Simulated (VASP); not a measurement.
# AlCo (Pm-3m) in VASP: notebook

The runs below take AlCo through single point, with PBE.

Everything below comes from runs of VASP 6.6.1. Logs are shortened: lines on timing, memory, paths and dates and some standing lists are left out, and cuts for length are marked.

## 1. The cell of the first run

It takes space group Pm-3m (No. 221, cubic). The conventional cell has a = 2.842 Å, b = 2.842 Å, c = 2.842 Å, α = 90.00°, β = 90.00°, γ = 90.00°. Within 3.2 Å of Al (site symmetry m-3m) lie 8 Co at 2.46 Å and 6 Al at 2.84 Å. Within 3.2 Å of Co (site symmetry m-3m) lie 8 Al at 2.46 Å and 6 Co at 2.84 Å.

## 2. Single point, PBE, collinear spin, ferromagnetic start

File INCAR:

```
PREC = Accurate
ENCUT = 520
EDIFF = 1E-7
ISMEAR = -1
SIGMA = 0.1
LREAL = F
LASPH = T
NELM = 150
ALGO = Normal
ISIF = 2
LWAVE = F
LCHARG = T
ISPIN = 2
MAGMOM = 0 2.5
LORBIT = 11
LMAXMIX = 4
GGA = PE
LELF = T
LVHAR = T
NBANDS = 17
```

File KPOINTS:

```
Automatic mesh
0
Gamma
  12 12 12
```

File POSCAR:

```
AlCo
1.0
    2.8422641145      0.0000000000      0.0000000000
    0.0000000000      2.8422641145      0.0000000000
    0.0000000000      0.0000000000      2.8422641145
Al Co
1 1
Direct
    0.0000000000      0.0000000000      0.0000000000
    0.5000000000      0.5000000000      0.5000000000
```

Potentials or basis: VASP PAW PBE potentials, release 64 (Al, Co).

Command:

```console
$ cat potpaw_PBE.64/Al/POTCAR potpaw_PBE.64/Co/POTCAR > POTCAR
$ mpirun -np 1 vasp_std > vasp.out
```

OUTCAR:

```text
PREC = Accurate
   ENCUT = 520
   EDIFF = 1E-7
   ISMEAR = -1
   LREAL = F
   LASPH = T
   NELM = 150
   ISIF = 2
   ISPIN = 2
   LORBIT = 11
   GGA = PE

 ion  position               nearest neighbor table
   1  0.000  0.000  0.000-   2 2.46   2 2.46   2 2.46   2 2.46   2 2.46   2 2.46   2 2.46   2 2.46

   2  0.500  0.500  0.500-   1 2.46   1 2.46   1 2.46   1 2.46   1 2.46   1 2.46   1 2.46   1 2.46

  LATTYP: Found a simple cubic cell.
 ALAT       =     2.8422641145

  Lattice vectors:

 A1 = (   2.8422641145,   0.0000000000,   0.0000000000)
 A2 = (   0.0000000000,   2.8422641145,   0.0000000000)
 A3 = (   0.0000000000,   0.0000000000,   2.8422641145)

Analysis of symmetry for initial positions (statically):
=====================================================================
 Subroutine PRICEL returns:
 Original cell was already a primitive cell.

 Routine SETGRP: Setting up the symmetry group for a
 simple cubic supercell.

 Subroutine GETGRP returns: Found 48 space group operations
 (whereof 48 operations were pure point group operations)
 out of a pool of 48 trial point group operations.

The static configuration has the point symmetry O_h .

Analysis of symmetry for dynamics (positions and initial velocities):
=====================================================================
 Subroutine PRICEL returns:
 Original cell was already a primitive cell.

 Routine SETGRP: Setting up the symmetry group for a
 simple cubic supercell.

 Subroutine GETGRP returns: Found 48 space group operations
 (whereof 48 operations were pure point group operations)
 out of a pool of 48 trial point group operations.

The dynamic configuration has the point symmetry O_h .

Analysis of structural, dynamic, and magnetic symmetry:
=====================================================================
 Subroutine PRICEL returns:
 Original cell was already a primitive cell.

 Routine SETGRP: Setting up the symmetry group for a
 simple cubic supercell.

 Subroutine GETGRP returns: Found 48 space group operations
 (whereof 48 operations were pure point group operations)
 out of a pool of 48 trial point group operations.

The overall configuration has the point symmetry O_h .

 Subroutine INISYM returns: Found 48 space group operations
 (whereof 48 operations are pure point group operations),
 and found     1 'primitive' translations

----------------------------------------------------------------------------------------

                                     Primitive cell

  volume of cell :      22.9611

  direct lattice vectors                    reciprocal lattice vectors
     2.842264114  0.000000000  0.000000000     0.351832187  0.000000000  0.000000000
     0.000000000  2.842264114  0.000000000     0.000000000  0.351832187  0.000000000
     0.000000000  0.000000000  2.842264114     0.000000000  0.000000000  0.351832187

  length of vectors
     2.842264114  2.842264114  2.842264114     0.351832187  0.351832187  0.351832187

  position of ions in fractional coordinates (direct lattice)
     0.000000000  0.000000000  0.000000000
     0.500000000  0.500000000  0.500000000

  ion indices of the primitive-cell ions
   primitive index   ion index
                 1           1
                 2           2

----------------------------------------------------------------------------------------

 KPOINTS: Automatic mesh

Automatic generation of k-mesh.
 Grid dimensions read from file:
 generate k-points for:   12   12   12

 Generating k-lattice:

  Cartesian coordinates                     Fractional coordinates (reciprocal lattice)
     0.029319349  0.000000000  0.000000000     0.083333333  0.000000000  0.000000000
     0.000000000  0.029319349  0.000000000     0.000000000  0.083333333  0.000000000
     0.000000000  0.000000000  0.029319349     0.000000000  0.000000000  0.083333333

  Length of vectors
     0.029319349  0.029319349  0.029319349

  Shift w.r.t. Gamma in fractional coordinates (k-lattice)
     0.000000000  0.000000000  0.000000000

 Subroutine IBZKPT returns following result:
 ===========================================

 Found     84 irreducible k-points:

 Following reciprocal coordinates:
            Coordinates               Weight
  0.000000  0.000000  0.000000      1.000000
  0.083333  0.000000  0.000000      6.000000
  0.166667  0.000000  0.000000      6.000000
  0.250000  0.000000  0.000000      6.000000
  0.333333  0.000000  0.000000      6.000000
  0.416667  0.000000  0.000000      6.000000
[... 16 lines left out ...]
  0.333333  0.333333  0.000000     12.000000
  0.416667  0.333333  0.000000     24.000000
 [... further k-points ...]
   k-points           NKPTS =     84   k-points in BZ     NKDIM =     84   number of bands    NBANDS=     17
   number of dos      NEDOS =    301   number of ions     NIONS =      2
   total plane-waves  NPLWV =  13824
   dimension x,y,z NGX =    24 NGY =   24 NGZ =   24
   dimension x,y,z NGXF=    48 NGYF=   48 NGZF=   48
   ions per type =               1   1
   NGX,Y,Z   is equivalent  to a cutoff of  14.04, 14.04, 14.04 a.u.
   NGXF,Y,Z  is equivalent  to a cutoff of  28.08, 28.08, 28.08 a.u.
 SYSTEM =  unknown system
   PREC   = accura    normal or accurate (medium, high low for compatibility)
   ISTART =      0    job   : 0-new  1-cont  2-samecut
   ICHARG =      2    charge: 1-file 2-atom 10-const
   ISPIN  =      2    spin polarized calculation?
   LNONCOLLINEAR =      F non collinear calculations
   LSORBIT =      F    spin-orbit coupling
   LASPH  =      T    aspherical Exc in radial PAW
   ENCUT  =  520.0 eV  38.22 Ry    6.18 a.u.   5.28  5.28  5.28*2*pi/ulx,y,z
   NELM   =    150;   NELMIN=  2; NELMDL= -5     # of ELM steps
   EDIFF  = 0.1E-06   stopping-criterion for ELM
   LREAL  =      F    real-space projection
   EDIFFG = 0.1E-05   stopping-criterion for IOM
   NSW    =      0    number of steps for IOM
   IBRION =     -1    ionic relax: 0-MD 1-quasi-New 2-CG
   NFREE  =      0    steps in history (QN), initial steepest desc. (CG)
   ISIF   =      2    stress and relaxation
   ISYM   =      2    0-nonsym 1-usesym 2-fastsym
   POTIM  = 0.5000    time-step for ionic-motion
   TEBEG  =    0.0;   TEEND  =   0.0 temperature during run
   PSTRESS=    0.0 pullay stress
   NELECT =      12.0000    total number of electrons
   NUPDOWN=      -1.0000    fix difference up-down
   EMIN   =  10.00;   EMAX   =-10.00  energy-range for DOS
   EFERMI =   0.00;   METHOD = LEGACY
   ISMEAR =    -1;   SIGMA  =   0.10  broadening in eV -4-tet -1-fermi 0-gaus
   EFERMI_NEDOS =   21; number of points for ismear=-14 and -15
   IALGO  =     38    algorithm
   IMIX   =      4    mixing-type and parameters
     AMIX     =   0.40;   BMIX     =  1.00
     AMIX_MAG =   1.60;   BMIX_MAG =  1.00
  volume/ion in A,a.u.               =      11.48        77.47
  Fermi-wavevector in a.u.,A,eV,Ry     =   1.318674  2.491933 23.659190  1.738901
  Thomas-Fermi vector in A             =   2.448627
   LORBIT       =     11    0 simple, 1 ext, 2 COOP (PROOUT), +10 PAW based schemes
   GGA     = PE    functional components
   LHFCALC =     F    Hartree Fock is set to
   AEXX    =    0.0000 exact exchange contribution
   IVDW    =     0    specifies the selected vdW correction
   LEPSILON=     F    determine dielectric tensor
   LRPA    =     F    only Hartree local field effects (RPA)
 spin polarized calculation
  energy-cutoff  :      520.00
  volume of cell :       22.96
 maximum number of plane-waves:       630
 NGX is ok and might be reduce to    24
   NGX = 11   NGY = 11   NGZ = 11

 number of electron      11.9999995 magnetization       0.0006579

 Free energy of the ion-electron system (eV)
  ---------------------------------------------------
  ext. energy  EPLUGINS =         0.00000000
  ---------------------------------------------------
  free energy    TOTEN  =       -12.00139741 eV

  energy without entropy =      -11.97213044  energy(sigma->0) =      -11.98676392

 E-fermi :  10.6435     XC(G=0): -12.3048

 val. band max:       10.5764443462   @ k =   0.5000   0.4167   0.0833
 cond. band min:      10.6751799653   @ k =   0.4167   0.4167   0.0000
 fundamental gap:      0.0987356191
 Fermi energy:        10.6434595360

 spin component 1

 k-point     1 :       0.0000    0.0000    0.0000
  band No.  band energies     occupation
      1      -0.4453      1.00000
      2       7.6887      1.00000
      3       7.6887      1.00000
      4       9.8322      0.99970
      5       9.8322      0.99970
      6       9.8322      0.99970
[... 9 lines left out ...]
     16      34.4036      0.00000
     17      34.4036      0.00000
[... 441 lines left out ...]
 k-point    24 :       0.4167    0.3333    0.0000
  band No.  band energies     occupation
      1       4.2990      1.00000
      2       6.5062      1.00000
      3       8.0745      1.00000
      4       8.6801      1.00000
      5       9.1515      1.00000
      6       9.3282      1.00000
[... 9 lines left out ...]
     16      32.9333      0.00000
     17      33.1758      0.00000

 [... further k-points ...]

 spin component 2

 k-point     1 :       0.0000    0.0000    0.0000
  band No.  band energies     occupation
      1      -0.4455      1.00000
      2       7.6898      1.00000
      3       7.6898      1.00000
      4       9.8328      0.99970
      5       9.8328      0.99970
      6       9.8328      0.99970
[... 9 lines left out ...]
     16      34.4034      0.00000
     17      34.4034      0.00000
[... 441 lines left out ...]
 k-point    24 :       0.4167    0.3333    0.0000
  band No.  band energies     occupation
      1       4.2989      1.00000
      2       6.5064      1.00000
      3       8.0748      1.00000
      4       8.6810      1.00000
      5       9.1520      1.00000
      6       9.3287      1.00000
[... 9 lines left out ...]
     16      32.9334      0.00000
     17      33.1756      0.00000

 [... further k-points ...]
[... 5 lines left out ...]
  --------------------------------------------------------------------------------------
  -------------------------------------------------------------------------------------
  Total        0.2836755      0.2836755      0.2836755      0.0000000      0.0000000      0.0000000
  in kB       19.7942499     19.7942499     19.7942499      0.0000000      0.0000000      0.0000000
  external PRESSURE =      19.7942499 kB  Pullay stress =       0.0000000 kB

 VOLUME and BASIS-vectors are now :
 -----------------------------------------------------------------------------
  energy-cutoff  :      520.00
  volume of cell :       22.96
      direct lattice vectors                 reciprocal lattice vectors
     2.842264114  0.000000000  0.000000000     0.351832187  0.000000000  0.000000000
     0.000000000  2.842264114  0.000000000     0.000000000  0.351832187  0.000000000
     0.000000000  0.000000000  2.842264114     0.000000000  0.000000000  0.351832187

 POSITION                                       TOTAL-FORCE (eV/Angst)
 -----------------------------------------------------------------------------------
      0.00000      0.00000      0.00000         0.000000      0.000000      0.000000
      1.42113      1.42113      1.42113         0.000000      0.000000      0.000000
 -----------------------------------------------------------------------------------
    total drift:                                0.000000     -0.000000     -0.000000

  FREE ENERGIE OF THE ION-ELECTRON SYSTEM (eV)
  ---------------------------------------------------
  free  energy   TOTEN  =       -12.0013974079 eV

  energy  without entropy=      -11.9721304412  energy(sigma->0) =      -11.98676392

 total charge

# of ion       s       p       d       tot
------------------------------------------
    1        0.395   0.432   0.000   0.828
    2        0.438   0.514   7.513   8.465
--------------------------------------------------
tot          0.833   0.946   7.513   9.293

 magnetization (x)

# of ion       s       p       d       tot
------------------------------------------
    1       -0.000  -0.000   0.000  -0.000
    2       -0.000  -0.000   0.001   0.001
--------------------------------------------------
tot         -0.000  -0.000   0.001   0.001
```

It took 59 s on 1 thread of Intel Xeon Platinum 8259CL at 2.50GHz (Skylake/Cascade Lake), shared host; peak memory 0.18 GiB.

What came out:

| Quantity | Value |
| --- | --- |
| Free energy | -12.0014 eV |
| Pressure | 2.0 GPa |
| Band gap on the k mesh | zero (filled and empty bands overlap) |
| Net moment | 0.00 μB per cell |
| Valence electrons inside the program's atomic spheres | Al 0.83; Co 8.46 |

## 3. Single point, PBE, collinear spin, ferromagnetic start

This run uses another cell than the first one, of 11.61 Å³/atom.

File INCAR:

```
SYSTEM = AlCo
PREC = Accurate
ENCUT = 520
EDIFF = 1E-6
ISMEAR = -1
SIGMA = 0.1
LREAL = .False.
LASPH = .True.
NELM = 150
ALGO = Normal
ISIF = 2
LWAVE = .False.
LCHARG = .False.
ISPIN = 2
MAGMOM = 0 2.5
LORBIT = 11
LMAXMIX = 4
GGA = PE
NBANDS = 17
```

File KPOINTS:

```
Automatic mesh
0
Gamma
  12 12 12
  0 0 0
```

File POSCAR:

```
AlCo
1.0
    2.8528567567      0.0000000000      0.0000000000
    0.0000000000      2.8528567567      0.0000000000
    0.0000000000      0.0000000000      2.8528567567
Al Co
1 1
Direct
    0.0000000000      0.0000000000      0.0000000000
    0.5000000000      0.5000000000      0.5000000000
```

Potentials or basis: VASP PAW PBE potentials, release 64 (Al, Co).

Command:

```console
$ cat potpaw_PBE.64/Al/POTCAR potpaw_PBE.64/Co/POTCAR > POTCAR
$ mpirun -np 1 vasp_std > vasp.out
```

OUTCAR:

```text
SYSTEM = AlCo
   PREC = Accurate
   ENCUT = 520
   EDIFF = 1E-6
   ISMEAR = -1
   LREAL = .False.
   LASPH = .True.
   NELM = 150
   ISIF = 2
   ISPIN = 2
   LORBIT = 11
   GGA = PE

 ion  position               nearest neighbor table
   1  0.000  0.000  0.000-   2 2.47   2 2.47   2 2.47   2 2.47   2 2.47   2 2.47   2 2.47   2 2.47

   2  0.500  0.500  0.500-   1 2.47   1 2.47   1 2.47   1 2.47   1 2.47   1 2.47   1 2.47   1 2.47

  LATTYP: Found a simple cubic cell.
 ALAT       =     2.8528567567

  Lattice vectors:

 A1 = (   2.8528567567,   0.0000000000,   0.0000000000)
 A2 = (   0.0000000000,   2.8528567567,   0.0000000000)
 A3 = (   0.0000000000,   0.0000000000,   2.8528567567)

Analysis of symmetry for initial positions (statically):
=====================================================================
 Subroutine PRICEL returns:
 Original cell was already a primitive cell.

 Routine SETGRP: Setting up the symmetry group for a
 simple cubic supercell.

 Subroutine GETGRP returns: Found 48 space group operations
 (whereof 48 operations were pure point group operations)
 out of a pool of 48 trial point group operations.

The static configuration has the point symmetry O_h .

Analysis of symmetry for dynamics (positions and initial velocities):
=====================================================================
 Subroutine PRICEL returns:
 Original cell was already a primitive cell.

 Routine SETGRP: Setting up the symmetry group for a
 simple cubic supercell.

 Subroutine GETGRP returns: Found 48 space group operations
 (whereof 48 operations were pure point group operations)
 out of a pool of 48 trial point group operations.

The dynamic configuration has the point symmetry O_h .

Analysis of structural, dynamic, and magnetic symmetry:
=====================================================================
 Subroutine PRICEL returns:
 Original cell was already a primitive cell.

 Routine SETGRP: Setting up the symmetry group for a
 simple cubic supercell.

[... 141 lines left out ...]

 number of electron      11.9999996 magnetization       0.0013771

 Free energy of the ion-electron system (eV)
  ---------------------------------------------------
  ext. energy  EPLUGINS =         0.00000000
  ---------------------------------------------------
  free energy    TOTEN  =       -12.00291035 eV

  energy without entropy =      -11.97304460  energy(sigma->0) =      -11.98797748

 E-fermi :  10.4916     XC(G=0): -12.2505

 val. band max:       10.4275707251   @ k =   0.5000   0.4167   0.0833
 cond. band min:      10.5230698760   @ k =   0.4167   0.4167   0.0000
 fundamental gap:      0.0954991508
 Fermi energy:        10.4916483441

 spin component 1

 k-point     1 :       0.0000    0.0000    0.0000
  band No.  band energies     occupation
      1      -0.5195      1.00000
      2       7.5882      1.00000
      3       7.5882      1.00000
      4       9.6950      0.99965
      5       9.6950      0.99965
      6       9.6950      0.99965
[... 459 lines left out ...]
      6       9.2001      1.00000
[... 9 lines left out ...]
     16      32.6049      0.00000
     17      32.8833      0.00000

 [... further k-points ...]

 spin component 2

 k-point     1 :       0.0000    0.0000    0.0000
  band No.  band energies     occupation
      1      -0.5197      1.00000
      2       7.5906      1.00000
      3       7.5906      1.00000
      4       9.6959      0.99965
      5       9.6959      0.99965
      6       9.6959      0.99965
[... 459 lines left out ...]
      6       9.2009      1.00000
[... 9 lines left out ...]
     16      32.6050      0.00000
     17      32.8830      0.00000

 [... further k-points ...]
[... 5 lines left out ...]
  --------------------------------------------------------------------------------------
  -------------------------------------------------------------------------------------
  Total        0.0004137      0.0004137      0.0004137      0.0000000      0.0000000     -0.0000000
  in kB        0.0285437      0.0285437      0.0285437      0.0000000      0.0000000     -0.0000000
  external PRESSURE =       0.0285437 kB  Pullay stress =       0.0000000 kB

 VOLUME and BASIS-vectors are now :
 -----------------------------------------------------------------------------
  energy-cutoff  :      520.00
  volume of cell :       23.22
      direct lattice vectors                 reciprocal lattice vectors
     2.852856757  0.000000000  0.000000000     0.350525836  0.000000000  0.000000000
     0.000000000  2.852856757  0.000000000     0.000000000  0.350525836  0.000000000
     0.000000000  0.000000000  2.852856757     0.000000000  0.000000000  0.350525836

 POSITION                                       TOTAL-FORCE (eV/Angst)
 -----------------------------------------------------------------------------------
      0.00000      0.00000      0.00000         0.000000      0.000000      0.000000
      1.42643      1.42643      1.42643         0.000000      0.000000      0.000000
 -----------------------------------------------------------------------------------
    total drift:                                0.000000     -0.000000     -0.000000

  FREE ENERGIE OF THE ION-ELECTRON SYSTEM (eV)
  ---------------------------------------------------
  free  energy   TOTEN  =       -12.0029103544 eV

  energy  without entropy=      -11.9730445958  energy(sigma->0) =      -11.98797748

 total charge

# of ion       s       p       d       tot
------------------------------------------
    1        0.394   0.427   0.000   0.821
    2        0.434   0.504   7.506   8.444
--------------------------------------------------
tot          0.828   0.931   7.506   9.265

 magnetization (x)

# of ion       s       p       d       tot
------------------------------------------
    1       -0.000  -0.000   0.000  -0.000
    2        0.000  -0.000   0.001   0.001
--------------------------------------------------
tot         -0.000  -0.000   0.001   0.001
```

stdout:

```text
POSCAR found type information on POSCAR AlCo
 POSCAR found :  2 types and       2 ions
 scaLAPACK will be used
 LDA part: xc-table for (Slater+PW92), standard interpolation
 POSCAR, INCAR and KPOINTS ok, starting setup
 FFT: planning ... GRIDC
 FFT: planning ... GRID_SOFT
 FFT: planning ... GRID
 WAVECAR not read
 entering main loop
```

It took 58 s on 1 thread of Intel Xeon Platinum 8259CL at 2.50GHz (Skylake/Cascade Lake), shared host; peak memory 0.18 GiB.

What came out:

| Quantity | Value |
| --- | --- |
| Free energy | -12.0029 eV |
| Pressure | 0.0 GPa |
| Band gap on the k mesh | zero (filled and empty bands overlap) |
| Net moment | 0.00 μB per cell |
| Valence electrons inside the program's atomic spheres | Al 0.82; Co 8.44 |
